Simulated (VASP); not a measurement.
A run of VASP 6.6.1 is set up as follows.

The input INCAR:

```
SYSTEM = AlRu3
ALGO     = Normal         ! electronic algorithm
EDIFF    = 1E-6           ! SCF threshold, eV
ENCUT    = 520            ! plane-wave cutoff, eV
GGA      = PS             ! functional
ISIF     = 2              ! what is computed and relaxed
ISMEAR   = 0              ! smearing method
LASPH    = .True.         ! aspherical terms in the spheres
LCHARG   = .False.        ! write CHGCAR
LREAL    = .False.        ! projectors in reciprocal space
LWAVE    = .False.        ! write WAVECAR
NBANDS   = 30             ! bands
NELM     = 100            ! most SCF steps
PREC     = Accurate       ! precision mode
SIGMA    = 0.1            ! smearing width, eV
```

KPOINTS

```
k-points
0
Gamma
  16 16 6
  0 0 0
```

File POSCAR:

```
AlRu3
1.0
    1.6586387061     -2.3589815507      0.0000000000
    1.6586387061      2.3589815507      0.0000000000
    0.0000000000      0.0000000000      9.1883894761
Al Ru
1 3
Direct
    0.0000000000      0.0000000000      0.0000000000
    0.5000000000      0.5000000000      0.7479945975
    0.0000000000      0.0000000000      0.5000000000
    0.5000000000      0.5000000000      0.2520054025
```

Potentials or basis: VASP PAW PBE potentials, release 64 (Al, Ru_pv).

Command:

```sh
$ cat potpaw_PBE.64/Al/POTCAR potpaw_PBE.64/Ru_pv/POTCAR > POTCAR
$ mpirun -np 1 vasp_std > vasp.out
```

Task: What does it give for the band gap on the k mesh?

Result: Zero (an odd number of electrons rules out a gap without spin polarisation).

Task: What does it give for the pressure?

Result: -36.5 GPa.

Task: Estimate the largest force.

Result: 0.241 eV/Å.

Forces in eV/Å, atoms in the order of the input:
```
Al   0.000  0.000  0.000
Ru   0.000  0.000 -0.241
Ru   0.000  0.000  0.000
Ru   0.000  0.000  0.241
```

Caveat: the cell differs from its parent crystal (Ag replaced by Ru, lengths x 1.003, strained); the stress differs along the axes, from -41 to -32 GPa; the PAW data sets were made with another functional, which shifts forces and pressure a little.
